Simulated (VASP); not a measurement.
# GaSb (CsCl type) (Pm-3m) in VASP: single point with PBE

Aim: the single point of GaSb (CsCl type) with PBE.

All numbers are computed with VASP 6.6.1; they aren't measurements. Logs are shortened: lines on timing, memory, paths and dates and some standing lists are left out, and cuts for length are marked.

## 1. The cell of the first run

It takes space group Pm-3m (No. 221, cubic). The conventional cell has a = 3.538 Å, b = 3.538 Å, c = 3.538 Å, α = 90.00°, β = 90.00°, γ = 90.00°. Within 4.0 Å of Ga (site symmetry m-3m) lie 8 Sb at 3.06 Å and 6 Ga at 3.54 Å. Within 4.0 Å of Sb (site symmetry m-3m) lie 8 Ga at 3.06 Å and 6 Sb at 3.54 Å.

## 2. Single point, PBE (volume scaled by 0.94)

INCAR

```
  PREC = Accurate
  ENCUT = 500
  EDIFF = 1E-6
  ISMEAR = -1
  SIGMA = 0.1
  LREAL = False
  LASPH = True
  NELM = 120
  ALGO = Normal
  ISIF = 2
  LWAVE = False
  LCHARG = True
  GGA = PE
  LELF = True
  LVHAR = True
  NBANDS = 16
  GGA_COMPAT = False
```

KPOINTS

```
Automatic mesh
0
Gamma
  13 13 13
```

POSCAR

```
GaSb
1.0
    3.5384612971      0.0000000000      0.0000000000
    0.0000000000      3.5384612971      0.0000000000
    0.0000000000      0.0000000000      3.5384612971
Ga Sb
1 1
Direct
    0.0000000000      0.0000000000      0.0000000000
    0.5000000000      0.5000000000      0.5000000000
```

Potentials or basis: VASP PAW PBE potentials, release 64 (Ga_d, Sb).

Command:

```sh
cat potpaw_PBE.64/Ga_d/POTCAR potpaw_PBE.64/Sb/POTCAR > POTCAR
mpirun -np 1 vasp_std > vasp.out
```

OUTCAR:

```text
PREC = Accurate
   ENCUT = 500
   EDIFF = 1E-6
   ISMEAR = -1
   LREAL = False
   LASPH = True
   NELM = 120
   ISIF = 2
   GGA = PE

 ion  position               nearest neighbor table
   1  0.000  0.000  0.000-   2 3.06   2 3.06   2 3.06   2 3.06   2 3.06   2 3.06   2 3.06   2 3.06

   2  0.500  0.500  0.500-   1 3.06   1 3.06   1 3.06   1 3.06   1 3.06   1 3.06   1 3.06   1 3.06

  LATTYP: Found a simple cubic cell.
 ALAT       =     3.5384612971

  Lattice vectors:

 A1 = (   3.5384612971,   0.0000000000,   0.0000000000)
 A2 = (   0.0000000000,   3.5384612971,   0.0000000000)
 A3 = (   0.0000000000,   0.0000000000,   3.5384612971)

Analysis of symmetry for initial positions (statically):
=====================================================================
 Subroutine PRICEL returns:
 Original cell was already a primitive cell.

 Routine SETGRP: Setting up the symmetry group for a
 simple cubic supercell.

 Subroutine GETGRP returns: Found 48 space group operations
[... 9 lines left out ...]

 Routine SETGRP: Setting up the symmetry group for a
 simple cubic supercell.

 Subroutine GETGRP returns: Found 48 space group operations
[... 11 lines left out ...]
                                     Primitive cell

  volume of cell :      44.3040

  direct lattice vectors                    reciprocal lattice vectors
     3.538461297  0.000000000  0.000000000     0.282608715  0.000000000  0.000000000
     0.000000000  3.538461297  0.000000000     0.000000000  0.282608715  0.000000000
     0.000000000  0.000000000  3.538461297     0.000000000  0.000000000  0.282608715

  length of vectors
     3.538461297  3.538461297  3.538461297     0.282608715  0.282608715  0.282608715

  position of ions in fractional coordinates (direct lattice)
     0.000000000  0.000000000  0.000000000
     0.500000000  0.500000000  0.500000000

  ion indices of the primitive-cell ions
   primitive index   ion index
                 1           1
                 2           2

----------------------------------------------------------------------------------------

 KPOINTS: Automatic mesh

Automatic generation of k-mesh.
 Grid dimensions read from file:
 generate k-points for:   13   13   13

 Generating k-lattice:

  Cartesian coordinates                     Fractional coordinates (reciprocal lattice)
     0.021739132  0.000000000  0.000000000     0.076923077  0.000000000  0.000000000
     0.000000000  0.021739132  0.000000000     0.000000000  0.076923077  0.000000000
     0.000000000  0.000000000  0.021739132     0.000000000  0.000000000  0.076923077

[... 48 lines left out ...]
   ISTART =      0    job   : 0-new  1-cont  2-samecut
   ICHARG =      2    charge: 1-file 2-atom 10-const
   ISPIN  =      1    spin polarized calculation?
   LNONCOLLINEAR =      F non collinear calculations
   LSORBIT =      F    spin-orbit coupling
   LASPH  =      T    aspherical Exc in radial PAW
   ENCUT  =  500.0 eV  36.75 Ry    6.06 a.u.   6.45  6.45  6.45*2*pi/ulx,y,z
   NELM   =    120;   NELMIN=  2; NELMDL= -5     # of ELM steps
   EDIFF  = 0.1E-05   stopping-criterion for ELM
   LREAL  =      F    real-space projection
[... 7 lines left out ...]
   TEBEG  =    0.0;   TEEND  =   0.0 temperature during run
   PSTRESS=    0.0 pullay stress
   NELECT =      18.0000    total number of electrons
   NUPDOWN=      -1.0000    fix difference up-down
   EMIN   =  10.00;   EMAX   =-10.00  energy-range for DOS
   EFERMI =   0.00;   METHOD = LEGACY
   ISMEAR =    -1;   SIGMA  =   0.10  broadening in eV -4-tet -1-fermi 0-gaus
   EFERMI_NEDOS =   21; number of points for ismear=-14 and -15
   IALGO  =     38    algorithm
   IMIX   =      4    mixing-type and parameters
     AMIX     =   0.40;   BMIX     =  1.00
     AMIX_MAG =   1.60;   BMIX_MAG =  1.00
  volume/ion in A,a.u.               =      22.15       149.49
  Fermi-wavevector in a.u.,A,eV,Ry     =   1.212508  2.291308 20.002948  1.470175
  Thomas-Fermi vector in A             =   2.347990
   LORBIT       =      0    0 simple, 1 ext, 2 COOP (PROOUT), +10 PAW based schemes
   GGA     = PE    functional components
   LHFCALC =     F    Hartree Fock is set to
   AEXX    =    0.0000 exact exchange contribution
   IVDW    =     0    specifies the selected vdW correction
   LEPSILON=     F    determine dielectric tensor
   LRPA    =     F    only Hartree local field effects (RPA)
 non-spin polarized calculation
  energy-cutoff  :      500.00
  volume of cell :       44.30
 maximum number of plane-waves:      1141
 NGX is ok and might be reduce to    28
   NGX = 13   NGY = 13   NGZ = 13

 number of electron      18.0000020 magnetization

 Free energy of the ion-electron system (eV)
  ---------------------------------------------------
  ext. energy  EPLUGINS =         0.00000000
  ---------------------------------------------------
  free energy    TOTEN  =        -6.77282037 eV

  energy without entropy =       -6.73206526  energy(sigma->0) =       -6.75244281

 E-fermi :   7.6752     XC(G=0): -10.7078

 val. band max:        7.6643417085   @ k =   0.3077   0.0769   0.0769
 cond. band min:       7.7040332155   @ k =   0.4615   0.2308   0.1538
 fundamental gap:      0.0396915070
 Fermi energy:         7.6752116406

 k-point     1 :       0.0000    0.0000    0.0000
  band No.  band energies     occupation
      1      -7.2478      2.00000
      2      -7.2478      2.00000
      3      -7.1902      2.00000
      4      -7.1902      2.00000
      5      -7.1902      2.00000
      6      -4.8737      2.00000
[... 433 lines left out ...]
      3      -7.2099      2.00000
      4      -7.2036      2.00000
      5      -7.1743      2.00000
      6      -2.2068      2.00000
[... 8 lines left out ...]
     15      17.1125      0.00000
     16      18.2615      0.00000

 [... further k-points ...]

------------------------ aborting loop because EDIFF is reached ----------------------------------------

  FORCE on cell =-STRESS in cart. coord.  units (eV):
  Direction    XX          YY          ZZ          XY          YZ          ZX
  --------------------------------------------------------------------------------------
  -------------------------------------------------------------------------------------
  Total        0.9733100      0.9733100      0.9733100      0.0000000      0.0000000      0.0000000
  in kB       35.1980350     35.1980350     35.1980350      0.0000000      0.0000000      0.0000000
  external PRESSURE =      35.1980350 kB  Pullay stress =       0.0000000 kB

 VOLUME and BASIS-vectors are now :
 -----------------------------------------------------------------------------
  energy-cutoff  :      500.00
  volume of cell :       44.30
      direct lattice vectors                 reciprocal lattice vectors
     3.538461297  0.000000000  0.000000000     0.282608715  0.000000000  0.000000000
     0.000000000  3.538461297  0.000000000     0.000000000  0.282608715  0.000000000
     0.000000000  0.000000000  3.538461297     0.000000000  0.000000000  0.282608715

 POSITION                                       TOTAL-FORCE (eV/Angst)
 -----------------------------------------------------------------------------------
      0.00000      0.00000      0.00000         0.000000      0.000000      0.000000
      1.76923      1.76923      1.76923         0.000000      0.000000      0.000000
 -----------------------------------------------------------------------------------
    total drift:                               -0.000000     -0.000000     -0.000000

  FREE ENERGIE OF THE ION-ELECTRON SYSTEM (eV)
  ---------------------------------------------------
  free  energy   TOTEN  =        -6.7728203673 eV

  energy  without entropy=       -6.7320652592  energy(sigma->0) =       -6.75244281
```

It took 18 s on 1 thread of Intel Xeon 6975P-C (Granite Rapids), shared host; peak memory 0.19 GiB.

Results:

```yaml
Free_energy: -6.7728 eV
Pressure: 3.5 GPa
Band_gap_on_the_k_mesh: zero (band 9 reaches 9.40 eV, above the bottom of band 10 at 5.03 eV)
```

Levels at points of the mesh, in eV from the Fermi level:
```
           k point  band 5  band 6  band 7  band 8  band 9  band 10  band 11  band 12  band 13  band 14
(0.00, 0.00, 0.00)  -14.87  -12.55   -1.87   -0.62   -0.62    -0.62     4.01     4.01     9.11     9.11
```

Caveat: spin-orbit coupling is left out, which moves the levels of the heavy elements.
